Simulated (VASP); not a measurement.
# Ta3S5 (P6/mmm) in VASP: a series of runs

The runs below take Ta3S5 through relaxation of cell and atoms, single point, with PBE.

Program: VASP 6.6.1. These are calculated values, not measurements. Logs are shortened: lines on timing, memory, paths and dates and some standing lists are left out, and cuts for length are marked.

**1. The cell of the first run**

The structure is hexagonal, space group P6/mmm (No. 191). Conventional cell: a = 6.215 Å, b = 6.215 Å, c = 4.629 Å, α = 90.00°, β = 90.00°, γ = 120.00°. Within 3.1 Å of Ta (site symmetry mmm) lie 2 S at 2.31 Å. Within 3.1 Å of S (site symmetry mmm) lie 2 Ta at 2.31 Å. S (site symmetry 6mm) has 1 S at 1.97 Å within 2.6 Å.

**2. Relaxation of cell and atoms, PBE**

The input, INCAR:

```
SYSTEM = Ta3S5
ALGO = Normal
EDIFF = 1E-7
EDIFFG = -0.01
ENCUT = 600
GGA = PE
IBRION = 2
ISIF = 3
ISMEAR = 0
LASPH = .TRUE.
LCHARG = .FALSE.
LREAL = .FALSE.
LWAVE = .FALSE.
NELM = 80
NSW = 100
PREC = Accurate
SIGMA = 0.1
```

The input, KPOINTS:

```
k-points
0
G
  6 6 8
  0 0 0
```

The input, POSCAR:

```
Ta3S5
1.0
    6.2153434100      0.0000000000      0.0000000000
   -3.1076717050      5.3826452864      0.0000000000
    0.0000000000      0.0000000000      4.6290134268
Ta S
3 5
Direct
    0.5000000000      0.0000000000      0.0000000000
    0.0000000000      0.5000000000      0.0000000000
    0.5000000000      0.5000000000      0.0000000000
    0.5000000000      0.0000000000      0.5000000000
    0.0000000000      0.5000000000      0.5000000000
    0.5000000000      0.5000000000      0.5000000000
    0.0000000000      0.0000000000      0.7131738668
    0.0000000000      0.0000000000      0.2868261332
```

Potentials or basis: VASP PAW PBE potentials, release 64 (Ta_pv, S).

On the command line:

```
> cat potpaw_PBE.64/Ta_pv/POTCAR potpaw_PBE.64/S/POTCAR > POTCAR
> mpirun -np 1 vasp_std > vasp.out
```

OUTCAR:

```text
SYSTEM = Ta3S5
   EDIFF = 1E-7
   EDIFFG = -0.01
   ENCUT = 600
   GGA = PE
   IBRION = 2
   ISIF = 3
   ISMEAR = 0
   LASPH = .TRUE.
   LREAL = .FALSE.
   NELM = 80
   NSW = 100
   PREC = Accurate

 ion  position               nearest neighbor table
   1  0.500  0.000  0.000-   4 2.31   4 2.31   2 3.11   3 3.11   3 3.11   2 3.11
   2  0.000  0.500  0.000-   5 2.31   5 2.31   3 3.11   3 3.11   1 3.11   1 3.11
   3  0.500  0.500  0.000-   6 2.31   6 2.31   2 3.11   2 3.11   1 3.11   1 3.11
   4  0.500  0.000  0.500-   1 2.31   1 2.31
   5  0.000  0.500  0.500-   2 2.31   2 2.31
   6  0.500  0.500  0.500-   3 2.31   3 2.31
   7  0.000  0.000  0.713-   8 1.97   8 2.66
   8  0.000  0.000  0.287-   7 1.97   7 2.66

  LATTYP: Found a hexagonal cell.
 ALAT       =     6.2153434100
 C/A-ratio  =     0.7447719493

  Lattice vectors:

 A1 = (   6.2153434100,   0.0000000000,   0.0000000000)
 A2 = (  -3.1076717050,   5.3826452864,   0.0000000000)
 A3 = (   0.0000000000,   0.0000000000,   4.6290134268)

Analysis of symmetry for initial positions (statically):
=====================================================================
 Subroutine PRICEL returns:
 Original cell was already a primitive cell.

 Routine SETGRP: Setting up the symmetry group for a
 hexagonal supercell.

 Subroutine GETGRP returns: Found 24 space group operations
 (whereof 24 operations were pure point group operations)
 out of a pool of 24 trial point group operations.

The static configuration has the point symmetry D_6h.

Analysis of symmetry for dynamics (positions and initial velocities):
=====================================================================
 Subroutine PRICEL returns:
 Original cell was already a primitive cell.

 Routine SETGRP: Setting up the symmetry group for a
 hexagonal supercell.

 Subroutine GETGRP returns: Found 24 space group operations
 (whereof 24 operations were pure point group operations)
 out of a pool of 24 trial point group operations.

The dynamic configuration has the point symmetry D_6h.

 Subroutine INISYM returns: Found 24 space group operations
 (whereof 24 operations are pure point group operations),
 and found     1 'primitive' translations

----------------------------------------------------------------------------------------

                                     Primitive cell

  volume of cell :     154.8636

  direct lattice vectors                    reciprocal lattice vectors
     6.215343410  0.000000000  0.000000000     0.160892156  0.092891129  0.000000000
    -3.107671705  5.382645286  0.000000000     0.000000000  0.185782259  0.000000000
     0.000000000  0.000000000  4.629013427     0.000000000  0.000000000  0.216028753

  length of vectors
     6.215343410  6.215343410  4.629013427     0.185782259  0.185782259  0.216028753

  position of ions in fractional coordinates (direct lattice)
     0.500000000  0.000000000  0.000000000
     0.000000000  0.500000000  0.000000000
     0.500000000  0.500000000  0.000000000
     0.500000000  0.000000000  0.500000000
     0.000000000  0.500000000  0.500000000
     0.500000000  0.500000000  0.500000000
     0.000000000  0.000000000  0.713173867
     0.000000000  0.000000000  0.286826133

  ion indices of the primitive-cell ions
   primitive index   ion index
                 1           1
                 2           2
                 3           3
                 4           4
                 5           5
                 6           6
                 7           7
                 8           8

----------------------------------------------------------------------------------------

 KPOINTS: k-points

Automatic generation of k-mesh.
 Grid dimensions read from file:
 generate k-points for:    6    6    8

 Generating k-lattice:

  Cartesian coordinates                     Fractional coordinates (reciprocal lattice)
     0.026815359  0.015481855  0.000000000     0.166666667  0.000000000  0.000000000
     0.000000000  0.030963710  0.000000000     0.000000000  0.166666667  0.000000000
     0.000000000  0.000000000  0.027003594     0.000000000  0.000000000  0.125000000

  Length of vectors
     0.030963710  0.030963710  0.027003594

  Shift w.r.t. Gamma in fractional coordinates (k-lattice)
     0.000000000  0.000000000  0.000000000

 Subroutine IBZKPT returns following result:
 ===========================================

 Found     35 irreducible k-points:

 Following reciprocal coordinates:
            Coordinates               Weight
  0.000000  0.000000  0.000000      1.000000
  0.166667  0.000000  0.000000      6.000000
  0.333333  0.000000  0.000000      6.000000
  0.500000  0.000000  0.000000      3.000000
  0.166667  0.166667  0.000000      6.000000
  0.333333  0.166667  0.000000     12.000000
[... 16 lines left out ...]
  0.166667  0.000000  0.375000     12.000000
  0.333333  0.000000  0.375000     12.000000
 [... further k-points ...]
   k-points           NKPTS =     35   k-points in BZ     NKDIM =     35   number of bands    NBANDS=     37
   number of dos      NEDOS =    301   number of ions     NIONS =      8
   total plane-waves  NPLWV = 100000
   dimension x,y,z NGX =    50 NGY =   50 NGZ =   40
   dimension x,y,z NGXF=   100 NGYF=  100 NGZF=   80
   ions per type =               3   5
   NGX,Y,Z   is equivalent  to a cutoff of  13.37, 13.37, 14.37 a.u.
   NGXF,Y,Z  is equivalent  to a cutoff of  26.75, 26.75, 28.73 a.u.
 SYSTEM =  Ta3S5
   PREC   = accura    normal or accurate (medium, high low for compatibility)
   ISTART =      0    job   : 0-new  1-cont  2-samecut
   ICHARG =      2    charge: 1-file 2-atom 10-const
   ISPIN  =      1    spin polarized calculation?
   LNONCOLLINEAR =      F non collinear calculations
   LSORBIT =      F    spin-orbit coupling
   LASPH  =      T    aspherical Exc in radial PAW
   ENCUT  =  600.0 eV  44.10 Ry    6.64 a.u.  12.41 12.41  9.25*2*pi/ulx,y,z
   NELM   =     80;   NELMIN=  2; NELMDL= -5     # of ELM steps
   EDIFF  = 0.1E-06   stopping-criterion for ELM
   LREAL  =      F    real-space projection
   EDIFFG = -.1E-01   stopping-criterion for IOM
   NSW    =    100    number of steps for IOM
   IBRION =      2    ionic relax: 0-MD 1-quasi-New 2-CG
   NFREE  =      1    steps in history (QN), initial steepest desc. (CG)
   ISIF   =      3    stress and relaxation
   ISYM   =      2    0-nonsym 1-usesym 2-fastsym
   POTIM  = 0.5000    time-step for ionic-motion
   TEBEG  =    0.0;   TEEND  =   0.0 temperature during run
   PSTRESS=    0.0 pullay stress
   NELECT =      63.0000    total number of electrons
   NUPDOWN=      -1.0000    fix difference up-down
   EMIN   =  10.00;   EMAX   =-10.00  energy-range for DOS
   EFERMI =   0.00;   METHOD = LEGACY
   ISMEAR =     0;   SIGMA  =   0.10  broadening in eV -4-tet -1-fermi 0-gaus
   EFERMI_NEDOS =   21; number of points for ismear=-14 and -15
   IALGO  =     38    algorithm
   IMIX   =      4    mixing-type and parameters
     AMIX     =   0.40;   BMIX     =  1.00
     AMIX_MAG =   1.60;   BMIX_MAG =  1.00
  volume/ion in A,a.u.               =      19.36       130.63
  Fermi-wavevector in a.u.,A,eV,Ry     =   1.213031  2.292296 20.020214  1.471444
  Thomas-Fermi vector in A             =   2.348496
   LORBIT       =      0    0 simple, 1 ext, 2 COOP (PROOUT), +10 PAW based schemes
   GGA     = PE    functional components
   LHFCALC =     F    Hartree Fock is set to
   AEXX    =    0.0000 exact exchange contribution
   IVDW    =     0    specifies the selected vdW correction
   LEPSILON=     F    determine dielectric tensor
   LRPA    =     F    only Hartree local field effects (RPA)
 conjugate gradient relaxation of ions
 non-spin polarized calculation
 Gauss-broadening in eV      SIGMA  =   0.10
  energy-cutoff  :      600.00
  volume of cell :      154.86
 maximum number of plane-waves:      5227
 NGX is ok and might be reduce to    50
   NGX = 25   NGY = 25   NGZ = 19

--------------------------------------- Ionic step        1  -------------------------------------------

 number of electron      62.9999999 magnetization

 Free energy of the ion-electron system (eV)
  ---------------------------------------------------
  ext. energy  EPLUGINS =         0.00000000
  ---------------------------------------------------
  free energy    TOTEN  =       -53.45410317 eV

  energy without entropy =      -53.42002331  energy(sigma->0) =      -53.43706324

------------------------ aborting loop because EDIFF is reached ----------------------------------------

  FORCE on cell =-STRESS in cart. coord.  units (eV):
  Direction    XX          YY          ZZ          XY          YZ          ZX
  --------------------------------------------------------------------------------------
  -------------------------------------------------------------------------------------
  Total       -0.0339497     -0.0339497     -0.2045475      0.0000000      0.0000000      0.0000000
  in kB       -0.3512342     -0.3512342     -2.1161941      0.0000000      0.0000000      0.0000000
  external PRESSURE =      -0.9395542 kB  Pullay stress =       0.0000000 kB
[... 153 lines left out ...]
  energy  without entropy=      -53.4208887221  energy(sigma->0) =      -53.43787757

--------------------------------------- Ionic step        5  -------------------------------------------

 number of electron      62.9999999 magnetization

 Free energy of the ion-electron system (eV)
  ---------------------------------------------------
  ext. energy  EPLUGINS =         0.00000000
  ---------------------------------------------------
  free energy    TOTEN  =       -53.45522394 eV

  energy without entropy =      -53.42122528  energy(sigma->0) =      -53.43822461

 E-fermi :   5.3461     XC(G=0): -10.8444

 val. band max:        5.3353260083   @ k =   0.3333   0.3333   0.0000
 cond. band min:       5.3528676498   @ k =   0.3333   0.1667   0.3750
 fundamental gap:      0.0175416414
 Fermi energy:         5.3461231844

 k-point     1 :       0.0000    0.0000    0.0000
  band No.  band energies     occupation
      1     -29.7141      2.00000
      2     -29.7141      2.00000
      3     -29.5721      2.00000
      4     -29.5444      2.00000
      5     -29.5272      2.00000
      6     -29.5198      2.00000
[... 949 lines left out ...]
     36       7.5438      0.00000
     37       7.7374      0.00000

 [... further k-points ...]
[... 5 lines left out ...]
  --------------------------------------------------------------------------------------
  -------------------------------------------------------------------------------------
  Total        0.0369486      0.0369486     -0.0009226     -0.0000000     -0.0000000      0.0000000
  in kB        0.3822563      0.3822563     -0.0095451     -0.0000000     -0.0000000      0.0000000
  external PRESSURE =       0.2516558 kB  Pullay stress =       0.0000000 kB
[... 23 lines left out ...]
  FREE ENERGIE OF THE ION-ELECTRON SYSTEM (eV)
  ---------------------------------------------------
  free  energy   TOTEN  =       -53.4552239435 eV

  energy  without entropy=      -53.4212252763  energy(sigma->0) =      -53.43822461

 reached required accuracy - stopping structural energy minimisation
```

Wall time 9.1 min (1 thread of Intel Xeon 6975P-C (Granite Rapids), shared host); peak memory 0.43 GiB.

What came out:

```yaml
Free_energy: -53.4552 eV
Energy_gained_by_relaxing: 0.1 meV/atom
Ionic_steps: 5
Pressure_after_relaxing: 0.0 GPa
```

The path:
```tsv
step	energy change (eV)	largest force (eV/Å)	pressure (GPa)	volume (Å³)
1	0.0000	0.1884	-0.09	154.86
2	-0.0001	0.1361	0.40	154.61
3	-0.0010	0.0239	0.16	154.73
4	-0.0008	0.0418	-0.19	155.08
5	-0.0011	0.0016	0.03	154.87
```

Final structure:
```xyz
8
Lattice="6.2154 0.0000 0.0000 -3.1077 5.3827 0.0000 0.0000 0.0000 4.6289" Properties=species:S:1:pos:R:3 pbc="T T T"
Ta    3.1077    0.0000    0.0000
Ta   -1.5539    2.6914    0.0000
Ta    1.5539    2.6914    0.0000
S     3.1077    0.0000    2.3145
S    -1.5539    2.6914    2.3145
S     1.5539    2.6914    2.3145
S     0.0000    0.0000    3.2953
S     0.0000    0.0000    1.3336
```

Levels at points of the mesh, in eV from the Fermi level:
```csv
k point,band 28,band 29,band 30,band 31,band 32,band 33,band 34,band 35
"(0.00, 0.00, 0.00)",-1.48,-1.48,-0.36,-0.19,0.65,0.65,1.37,1.40
"(0.50, 0.00, 0.00)",-0.92,-0.06,0.01,0.10,0.18,0.31,0.31,0.45
"(0.00, 0.00, 0.50)",-1.67,-1.58,-0.58,-0.38,-0.38,1.30,1.94,1.96
"(0.50, 0.00, 0.50)",-1.23,-1.15,-0.96,-0.57,0.05,0.47,1.53,1.77
```

Caveat: spin-orbit coupling is left out, which moves the levels of the heavy elements.

**3. Single point, PBE, collinear spin, ferromagnetic start**

This run uses another cell than the first one, of 38.51 Å³/atom, 1.989 times its volume.

The input, INCAR:

```
PREC = Accurate ; ENCUT = 520
EDIFF = 1E-7 ; ISMEAR = 0
SIGMA = 0.1 ; LREAL = False
LASPH = True ; NELM = 150
ALGO = Normal ; ISIF = 2
LWAVE = False ; LCHARG = False
ISPIN = 2 ; MAGMOM = 1 1 1 0 0 0 0 0
LORBIT = 11 ; LMAXMIX = 4
GGA = PE ; NBANDS = 46
```

The input, KPOINTS:

```
Automatic mesh
0
Gamma
  3 3 2
```

The input, POSCAR:

```
Ta3S5
1.0
    6.0863045200      0.0000000000      0.0000000000
   -3.0431522600      5.2708943300      0.0000000000
    0.0000000000      0.0000000000      9.6032680500
Ta S
3 5
Direct
    0.5000000000      0.0000000000      0.0000000000
    0.0000000000      0.5000000000      0.0000000000
    0.5000000000      0.5000000000      0.0000000000
    0.5000000000      0.0000000000      0.5000000000
    0.0000000000      0.5000000000      0.5000000000
    0.5000000000      0.5000000000      0.5000000000
    0.0000000000      0.0000000000      0.6709017800
    0.0000000000      0.0000000000      0.3290982200
```

Potentials or basis: VASP PAW PBE potentials, release 64 (Ta_pv, S).

On the command line:

```
> cat potpaw_PBE.64/Ta_pv/POTCAR potpaw_PBE.64/S/POTCAR > POTCAR
> mpirun -np 1 vasp_std > vasp.out
```

It took 6.4 min on 1 thread of Oxide Virtual Turin-like, shared host; peak memory 0.54 GiB.

It converged, with:

```yaml
Free_energy: -34.3602 eV
Pressure: -10.8 GPa
Largest_force: 0.062 eV/Å
Net_moment: 1.45 μB per cell
Site_moments: Ta +0.81; S -0.04, -0.78 μB
Valence_electrons_inside_the_program's_atomic_spheres: Ta 8.52; S 3.43, 3.46
```

Forces on the atoms (eV/Å):
```
Ta   0.000  0.000  0.000
Ta   0.000  0.000  0.000
Ta   0.000  0.000  0.000
S    0.000  0.000  0.000
S    0.000  0.000  0.000
S    0.000  0.000  0.000
S    0.000  0.000  0.062
S    0.000  0.000 -0.062
```

Stress tensor (GPa, compression positive):
```
-13.53   0.00   0.00
  0.00 -13.53   0.00
  0.00   0.00  -5.22
```

Levels at points of the mesh, in eV from the Fermi level:
Spin up:
```tsv
k point	band 30	band 31	band 32	band 33	band 34	band 35
(0.00, 0.00, 0.00)	0.01	0.07	0.07	0.33	0.33	0.40
(0.00, 0.00, 0.50)	-0.19	-0.19	0.52	0.52	0.53	0.53
```
Spin down:
| k point | band 27 | band 28 | band 29 | band 30 | band 31 | band 32 | band 33 | band 34 | band 35 | band 36 |
| --- | --- | --- | --- | --- | --- | --- | --- | --- | --- | --- |
| (0.00, 0.00, 0.00) | -0.78 | -0.49 | -0.49 | -0.42 | -0.42 | 0.44 | 0.46 | 0.46 | 1.10 | 1.70 |
| (0.00, 0.00, 0.50) | -0.50 | -0.50 | -0.50 | -0.50 | -0.30 | 0.49 | 0.49 | 0.68 | 1.10 | 1.76 |

Caveat: the k points lie up to 0.40 Å⁻¹ apart; spin-orbit coupling is left out, which moves the levels of the heavy elements.

**4. Relaxation of cell and atoms, PBE**

This run uses another cell than the first one, of 17.97 Å³/atom, 0.928 times its volume.

The input, INCAR:

```
ALGO = Normal ; EDIFF = 1E-6
EDIFFG = -0.01 ; ENCUT = 600
GGA = PE ; IBRION = 2
ISIF = 3 ; ISMEAR = 0
LASPH = T ; LCHARG = F
LREAL = F ; LWAVE = F
NELM = 100 ; NSW = 100
PREC = Accurate ; SIGMA = 0.1
```

The input, KPOINTS:

```
k-points
0
Gamma
  6 6 8
```

The input, POSCAR:

```
Ta3S5
1.0
    5.9112336471      0.0000000000      0.0000000000
   -2.9556168235      5.1192785061      0.0000000000
    0.0000000000      0.0000000000      4.7508565403
Ta S
3 5
Direct
    0.5000000000      0.0000000000      0.0000000000
    0.0000000000      0.5000000000      0.0000000000
    0.5000000000      0.5000000000      0.0000000000
    0.5000000000      0.0000000000      0.5000000000
    0.0000000000      0.5000000000      0.5000000000
    0.5000000000      0.5000000000      0.5000000000
    0.0000000000      0.0000000000      0.7555887376
    0.0000000000      0.0000000000      0.2444112624
```

On the command line:

```
> cat potpaw_PBE.64/Ta_pv/POTCAR potpaw_PBE.64/S/POTCAR > POTCAR
> mpirun -np 1 vasp_std > vasp.out
```

It took 35 min on 1 thread of Oxide Virtual Turin-like, shared host; peak memory 0.39 GiB.

It converged, with:

| Item | Value |
| --- | --- |
| Free energy | -53.2334 eV |
| Relaxed volume | 18.23 Å³/atom |
| Relaxed cell | a = 5.971 Å, b = 5.971 Å, c = 4.723 Å, α = 90.00°, β = 90.00°, γ = 120.00° |
| Space group after relaxing (to 0.05 Å) | P6/mmm (No. 191) |
| Energy gained by relaxing | 5.1 meV/atom |
| Ionic steps | 17 |
| Pressure after relaxing | 0.0 GPa |

Forces on the atoms (eV/Å):
```
Ta   0.000  0.000  0.000
Ta   0.000  0.000  0.000
Ta   0.000  0.000  0.000
S    0.000  0.000  0.000
S    0.000  0.000  0.000
S    0.000  0.000  0.000
S    0.000  0.000 -0.003
S    0.000  0.000  0.003
```

The path:
| step | energy change (eV) | largest force (eV/Å) | pressure (GPa) | volume (Å³) |
| --- | --- | --- | --- | --- |
| 1 | 0.0000 | 0.2659 | 0.01 | 143.77 |
| 2 | -0.0206 | 0.0234 | 2.25 | 143.77 |
| 3 | -0.0249 | 0.1143 | 1.57 | 143.77 |
| 4 | -0.0375 | 0.0120 | -0.24 | 147.28 |
| 5 | -0.0386 | 0.0191 | 0.15 | 146.48 |
| 6 | -0.0385 | 0.0717 | -0.25 | 146.56 |
| 7 | -0.0389 | 0.0433 | -0.04 | 146.52 |
| 8 | -0.0391 | 0.0452 | -0.02 | 146.45 |
| 9 | -0.0396 | 0.0484 | 0.03 | 146.26 |
| 10 | -0.0403 | 0.0403 | 0.15 | 145.88 |
| 11 | -0.0399 | 0.0359 | 0.43 | 145.11 |
| 12 | -0.0406 | 0.0254 | 0.23 | 145.64 |
| 13 | -0.0407 | 0.0242 | 0.18 | 145.67 |
| 14 | -0.0408 | 0.0181 | 0.05 | 145.73 |
| 15 | -0.0409 | 0.0173 | 0.03 | 145.75 |
| 16 | -0.0409 | 0.0124 | 0.03 | 145.76 |
| 17 | -0.0409 | 0.0029 | 0.04 | 145.82 |

Final structure:
```
Ta S
1.0
     5.97101    0.00000    0.00000
    -2.98550    5.17105    0.00000
     0.00000    0.00000    4.72255
Ta S
3 5
Direct
  0.50000 0.00000 0.00000
  0.00000 0.50000 0.00000
  0.50000 0.50000 0.00000
  0.50000 0.00000 0.50000
  0.00000 0.50000 0.50000
  0.50000 0.50000 0.50000
  0.00000 0.00000 0.76598
  0.00000 0.00000 0.23402
```

Levels at points of the mesh, in eV from the Fermi level:
| k point | band 29 | band 30 | band 31 | band 32 | band 33 | band 34 |
| --- | --- | --- | --- | --- | --- | --- |
| (0.00, 0.00, 0.00) | -2.05 | -0.60 | -0.14 | 0.82 | 0.82 | 1.46 |
| (0.50, 0.00, 0.00) | -0.39 | -0.27 | -0.21 | 0.20 | 0.25 | 0.36 |
| (0.00, 0.00, 0.50) | -0.97 | -0.51 | -0.48 | 0.47 | 0.47 | 1.12 |
| (0.50, 0.00, 0.50) | -0.81 | -0.76 | -0.56 | -0.16 | -0.15 | 0.52 |

Caveat: spin-orbit coupling is left out, which moves the levels of the heavy elements.

**5. Overview**

```tsv
task	spin	cell	k mesh	cutoff (eV)	gap on the mesh (eV)	pressure (GPa)	relaxed volume (Å³/atom)
relaxation of cell and atoms	off	relaxed from a = 6.215, b = 6.215, c = 4.629 Å, angles 90.0, 90.0, 120.0°, 8 atoms	6 × 6 × 8	600	none	0.0	19.36
single point	collinear, ferromagnetic start	a = 6.086, b = 6.086, c = 9.603 Å, angles 90.0, 90.0, 120.0°, 8 atoms	3 × 3 × 2	520	none	-10.8	-
relaxation of cell and atoms	off	relaxed from a = 5.911, b = 5.911, c = 4.751 Å, angles 90.0, 90.0, 120.0°, 8 atoms	6 × 6 × 8	600	none	0.0	18.23
```

Alike in all rows: level PBE; potentials or basis VASP PAW PBE potentials, release 64 (Ta_pv, S); smearing gaussian 0.1 eV.

Caveats: some runs use coarse meshes; spin-orbit coupling is left out, which moves the levels of the heavy elements.

Total energies depend on the potentials used, so only differences within one code and one set of settings carry meaning.
